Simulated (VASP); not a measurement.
Here is a VASP 6.6.1 calculation.

POSCAR

```
Rh
1.0
    0.0000000000      1.9208360000      1.9208360000
    1.9208360000      0.0000000000      1.9208360000
    1.9208360000      1.9208360000      0.0000000000
Rh
1
Direct
    0.0000000000      0.0000000000      0.0000000000
```

Contents of INCAR.step1:

```
  PREC = Accurate
  ENCUT = 550
  ISMEAR = 1
  SIGMA = 0.0353
  LREAL = False
  LASPH = True
  NELM = 120
  NBANDS = 14
  GGA = PE
  ALGO = Normal
  EDIFF = 1E-5
  LWAVE = True
  LCHARG = False
  GGA_COMPAT = False
```

INCAR.step2

```
  PREC = Accurate
  ENCUT = 550
  EDIFF = 1E-6
  ISMEAR = 1
  SIGMA = 0.0353
  LREAL = False
  LASPH = True
  NELM = 120
  ALGO = Normal
  ISIF = 2
  LWAVE = False
  LCHARG = True
  METAGGA = R2SCAN
  LMIXTAU = True
  LELF = True
  LVHAR = True
  NBANDS = 14
  ISTART = 1
  GGA_COMPAT = False
```

File KPOINTS:

```
regular mesh
0
Gamma
  11 11 11
```

Potentials or basis: VASP PAW PBE potentials, release 64 (Rh_pv).

The run is started by

```console
$ cat potpaw_PBE.64/Rh_pv/POTCAR > POTCAR
$ cp INCAR.step1 INCAR
$ mpirun -np 1 vasp_std > vasp.out
$ cp INCAR.step2 INCAR
$ mpirun -np 1 vasp_std > vasp.out
```

(1) Predict the pressure.

## Answers

(1) -7.3 GPa.

Caveat: the PAW data sets were made with another functional, which shifts forces and pressure a little.
